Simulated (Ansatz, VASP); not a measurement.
This is a calculation of MnS for Ansatz 0.2.0.

Contents of input.yaml:

```yaml
crystal:
  lattice:
    - [0.0, 2.4734634191, 2.4734634191]
    - [2.4734634191, 0.0, 2.4734634191]
    - [2.4734634191, 2.4734634191, 0.0]
  atoms:
    - { symbol: Mn, position: [0.0, 0.0, 0.0], spin: 3.0 }
    - { symbol: S, position: [0.75, 0.75, 0.75] }
hamiltonian:
  xc: pbe
  pseudopotentials: { kind: paw }
magnetization:
  spin_polarized: true
  initial_magnetization: 3.0
  spin_locking: { lock_magnetization: hard }
kpoints:
  mp_grid: { grid: [8, 8, 8] }
scf:
  occupations: { method: fermi_dirac, width: 0.05 }
  lower_state_search: "off"
output:
  forces: true
  stress: true
  eigenvalues: true
```

Potentials or basis: Ansatz PAW.

The run is started by

```sh
$ ansatz run input.yaml --threads 2 --pin off --max-ram 5632MiB --backend cpu --events-out ev --progress --plain --runs-dir out
```

Task: Set up the same calculation for VASP 6.6.1. Potentials there: VASP PAW PBE potentials, release 64 (Mn_pv, S).

Result: As run (the cutoff follows the program's own potentials):

The input INCAR:

```
PREC = Accurate ; ENCUT = 520
EDIFF = 1E-6 ; ISMEAR = -1
SIGMA = 0.05 ; LREAL = F
LASPH = T ; NELM = 150
ALGO = Normal ; ISIF = 2
LWAVE = F ; LCHARG = F
ISPIN = 2 ; MAGMOM = 3 0
LORBIT = 11 ; NUPDOWN = 3.0
LMAXMIX = 4 ; GGA = PE
NBANDS = 20
```

Contents of KPOINTS:

```
regular mesh
0
Gamma
  8 8 8
```

The input POSCAR:

```
MnS
1.0
    0.0000000000      2.4734634191      2.4734634191
    2.4734634191      0.0000000000      2.4734634191
    2.4734634191      2.4734634191      0.0000000000
Mn S
1 1
Direct
    0.0000000000      0.0000000000      0.0000000000
    0.7500000000      0.7500000000      0.7500000000
```

Potentials or basis: VASP PAW PBE potentials, release 64 (Mn_pv, S).

The run is started by

```console
$ cat potpaw_PBE.64/Mn_pv/POTCAR potpaw_PBE.64/S/POTCAR > POTCAR
$ mpirun -np 1 vasp_std > vasp.out
```

Both were run:

|  | VASP | Ansatz | Ansatz less VASP |
| --- | --- | --- | --- |
| pressure (GPa) | 23.7 | 23.6 | -0.04 |
| net moment per atom (μB) | 1.50 | 1.50 | 0.000 |
| size of the moment on the site where the two differ most (μB) | 2.80 | 2.53 | -0.271 |

Site moments also hang on the region over which each program counts them. VASP's potentials hold 19 valence electrons a cell and Ansatz's 21, so a difference there can come from the potentials and not from the codes.
